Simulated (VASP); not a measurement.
Os, 1 atom in the cell. It takes space group Fm-3m (No. 225, cubic). The conventional cell has a = 3.833 Å, b = 3.833 Å, c = 3.833 Å, α = 90.00°, β = 90.00°, γ = 90.00°. Within 3.6 Å of Os (site symmetry m-3m) lie 12 Os at 2.71 Å. This isn't the form of Os at room conditions, which is hcp.

- Program: VASP 6.6.1
- Task: single point
- Functional: r2SCAN
- Potentials or basis: VASP PAW PBE potentials, release 64 (Os)
- Cutoff: 520 eV
- k mesh: 16 × 16 × 16
- Occupations: fermi-dirac, width 0.1 eV
- Spin: no spin polarisation
- Dipole correction: no
- Further INCAR settings: ALGO = Normal; EDIFF = 1e-06; NBANDS = 10

Potentials or basis: VASP PAW PBE potentials, release 64 (Os).

Run with:

```sh
$ cat potpaw_PBE.64/Os/POTCAR > POTCAR
$ cp INCAR.step1 INCAR
$ mpirun -np 1 vasp_std > vasp.out
$ cp INCAR.step2 INCAR
$ mpirun -np 1 vasp_std > vasp.out
```

Hardware: 1 thread of Intel(R) Xeon(R) 6975P-C (Granite Rapids) (shared host).

**Question.** How long does it take, and how much memory?

**Answer.** Wall time 29 s on 1 thread of Intel(R) Xeon(R) 6975P-C (Granite Rapids) (shared host), peak memory 0.14 GiB. Counts: k points 145.
